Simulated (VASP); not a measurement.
## Ti2Co: single point with PBEsol

The system is Ti2Co.

```xyz
6
Lattice="0.0000 3.3650 3.3650 3.3650 0.0000 3.3650 3.3650 3.3650 0.0000" Properties=species:S:1:pos:R:3 pbc="T T T"
Ti    0.8413    0.8413    0.8413
Ti    0.8413    2.5238    2.5238
Ti    2.5238    2.5238    0.8413
Ti    2.5238    0.8413    2.5238
Co    3.3650    3.3650    3.3650
Co    5.0475    5.0475    5.0475
```

- Program: VASP 6.6.1
- Task: single point
- Functional: PBEsol
- Potentials or basis: VASP PAW PBE potentials, release 64 (Ti_sv, Co)
- Cutoff: 520 eV
- k mesh: 10 × 10 × 10
- Occupations: methfessel-paxton, width 0.2 eV
- Spin: collinear spin, ferromagnetic start
- Starting moments: [0.0, 0.0, 0.0, 0.0, 0.59, 0.59] μB

* Pressure: 16.0 GPa
* Net moment: 1.25 μB per cell
* Site moments: Ti +0.04; Co +0.57 μB
* Valence electrons inside the program's atomic spheres: Ti 10.79; Co 8.12

Levels at points of the mesh, in eV from the Fermi level:
Spin up:
| k point | band 32 | band 33 | band 34 | band 35 | band 36 | band 37 |
| --- | --- | --- | --- | --- | --- | --- |
| (0.00, 0.00, 0.00) | -0.13 | -0.13 | -0.13 | -0.09 | -0.09 | 4.01 |
| (0.50, 0.00, 0.00) | -0.58 | -0.13 | -0.13 | 0.95 | 0.95 | 1.14 |
| (0.50, 0.50, 0.00) | -0.57 | 0.32 | 0.32 | 0.53 | 0.53 | 1.57 |
Spin down:
| k point | band 30 | band 31 | band 32 | band 33 | band 34 | band 35 |
| --- | --- | --- | --- | --- | --- | --- |
| (0.00, 0.00, 0.00) | -0.81 | -0.81 | 0.20 | 0.20 | 0.24 | 0.24 |
| (0.50, 0.00, 0.00) | -0.41 | -0.41 | -0.13 | -0.10 | -0.10 | 1.19 |
| (0.50, 0.50, 0.00) | -0.57 | -0.12 | -0.12 | 0.46 | 0.46 | 0.89 |

Wall time 15 min on 1 thread of Intel Xeon 8259CL, with other jobs on the host, peak memory 0.4 GiB.

Caveat: the cell stands under pressure; the PAW data sets were made with another functional, which shifts forces and pressure a little.
